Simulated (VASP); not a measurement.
A run of VASP 6.6.1:

Contents of POSCAR:

```
CdI2
1.0
    4.2470087538      0.0000000000      0.0000000000
   -2.1235043769      3.6780174709      0.0000000000
    0.0000000000      0.0000000000      6.8950250881
Cd I
1 2
Direct
    0.0000000000      0.0000000000      0.0000000000
    0.3333333333      0.6666666667      0.2493934742
    0.6666666667      0.3333333333      0.7506065258
```

The input INCAR.step1:

```
SYSTEM = CdI2
PREC = Accurate
ENCUT = 400
EDIFF = 1E-5
ISMEAR = 0
SIGMA = 0.01
LREAL = .False.
LASPH = .True.
NELM = 120
ALGO = Normal
ISIF = 2
LWAVE = .True.
NBANDS = 20
GGA = PE
GGA_COMPAT = .False.
```

INCAR.step2

```
SYSTEM = CdI2
PREC = Accurate
ENCUT = 400
EDIFF = 1E-6
ISMEAR = 0
SIGMA = 0.01
LREAL = .False.
LASPH = .True.
NELM = 120
ALGO = Normal
ISIF = 2
LWAVE = .False.
LCHARG = .True.
GGA = PE
LHFCALC = .True.
AEXX = 0.1
PRECFOCK = Normal
LELF = .True.
LVHAR = .True.
NBANDS = 20
ISTART = 1
GGA_COMPAT = .False.
```

KPOINTS

```
regular mesh
0
Gamma
  6 6 2
  0 0 0
```

Potentials or basis: VASP PAW PBE potentials, release 64 (Cd, I).

Command:

```console
$ cat potpaw_PBE.64/Cd/POTCAR potpaw_PBE.64/I/POTCAR > POTCAR
$ cp INCAR.step1 INCAR
$ mpirun -np 1 vasp_std > vasp.out
$ cp INCAR.step2 INCAR
$ mpirun -np 1 vasp_std > vasp.out
```

Hardware: 1 thread of AMD EPYC 7R43 64-Core Processor (Zen 3), on a shared host.

Question: How long does it take, and how much memory?

Answer: Wall time 44 min on 1 thread of AMD EPYC 7R43 64-Core Processor (Zen 3) (shared host), peak memory 0.19 GiB. Counts: k points 14.
